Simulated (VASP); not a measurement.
A run of VASP 6.6.1 is set up as follows.

The input INCAR:

```
SYSTEM = Mg
  PREC = Accurate
  ENCUT = 520
  EDIFF = 1E-7
  ISMEAR = 1
  SIGMA = 0.3
  LREAL = .False.
  LASPH = .True.
  NELM = 80
  ALGO = Normal
  ISIF = 2
  LWAVE = .False.
  LCHARG = .False.
  GGA = CA
  NBANDS = 9
```

Contents of KPOINTS:

```
Automatic mesh
0
Gamma
  12 12 6
  0 0 0
```

The input POSCAR:

```
Mg
1.0
    3.1325008903      0.0000000000      0.0000000000
   -1.5662504451      2.7128253484      0.0000000000
    0.0000000000      0.0000000000      5.0848940941
Mg
2
Direct
    0.3333333333      0.6666666667      0.2500000000
    0.6666666667      0.3333333333      0.7500000000
```

Potentials or basis: VASP PAW LDA potentials, release 64 (Mg).

Command:

```bash
$ cat potpaw_LDA.64/Mg/POTCAR > POTCAR
$ mpirun -np 1 vasp_std > vasp.out
```

Predict the pressure.

-0.3 GPa.

Estimate the band gap on the k mesh.

zero (bands 2 and 3 overlap by 2.29 eV).

Stress tensor (GPa, compression positive):
```
-0.09  0.00  0.00
 0.00 -0.09  0.00
 0.00  0.00 -0.78
```

Caveat: so wide a smearing shifts energies and pressures.
